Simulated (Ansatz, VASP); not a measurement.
# Two plane-wave programs on C

File INCAR:

```
SYSTEM = C
PREC = Accurate
ENCUT = 520
EDIFF = 1E-7
ISMEAR = 0
SIGMA = 0.03
LREAL = .FALSE.
LASPH = .TRUE.
NELM = 80
ALGO = Normal
ISIF = 2
LWAVE = .FALSE.
LCHARG = .FALSE.
GGA = PE
IVDW = 12
NBANDS = 16
```

Contents of KPOINTS:

```
regular mesh
0
G
  14 10 8
  0 0 0
```

POSCAR

```
C
1.0
   -1.2327815062      2.1341012746      0.0000000000
   -1.2327815062      0.0000000000     -3.3978816559
   -3.6983445185     -2.1341012746      0.0000000000
C
4
Direct
    0.2487940713      0.0050619654      0.9153884798
    0.7512957285     -0.0050619654      0.4179149202
    0.2512059287     -0.0050619654      0.5846115202
    0.7487042715      0.0050619654      0.0820850798
```

Input for Ansatz:

```yaml
crystal:
  lattice:
    - [-1.2327815062, 2.1341012746, 0.0]
    - [-1.2327815062, 0.0, -3.3978816559]
    - [-3.6983445185, -2.1341012746, 0.0]
  atoms:
    - { symbol: C, position: [0.2487940713, 0.0050619654, 0.9153884798] }
    - { symbol: C, position: [0.7512957285, -0.0050619654, 0.4179149202] }
    - { symbol: C, position: [0.2512059287, -0.0050619654, 0.5846115202] }
    - { symbol: C, position: [0.7487042715, 0.0050619654, 0.0820850798] }
basis:
  ecutwfc: 520.0
kpoints:
  mp_grid: { grid: [14, 10, 8] }
hamiltonian:
  xc: pbe
  pseudopotentials: { kind: paw, azcp: { folder: soft_1 } }
  dispersion: d3bj
scf:
  occupations: { method: gaussian, width: 0.03 }
output:
  forces: true
  stress: true
  eigenvalues: true
  write_density: true
  write_potential: true
  elf: true
  volumetric_format: npy
```

Change from the starting cell: mode 4 frozen in at -0.017 Å and mode 6 at +0.000 Å (largest displacements).

Alike in both runs: task single point; functional PBE; dispersion D3(BJ); k mesh 14 × 10 × 8; occupations gaussian, width 0.03 eV; no spin polarisation.

```csv
,VASP,Ansatz
version,VASP 6.6.1,Ansatz 0.2.0
potentials or method,"VASP PAW PBE potentials, release 64 (C), cutoff 520 eV","scalar-relativistic, plane waves, PAW"
valence electrons in the cell,16,16
```

Ansatz gave:

- gap on the k mesh at the Fermi level (eV): 0.46
- least direct gap on the mesh (eV): 0.55
- pressure (GPa): -0.1
- traceless stress, the component that is largest in VASP (GPa): 0.01
- rms of the force components (eV/Å): 0.101

Q: Estimate VASP's values.

A: gap on the k mesh at the Fermi level (eV): 0.46; least direct gap on the mesh (eV): 0.55; pressure (GPa): 0.4; traceless stress, the component that is largest in VASP (GPa): -0.51; rms of the force components (eV/Å): 0.100.

Atom by atom the forces differ by 0.001 eV/Å (rms over components).
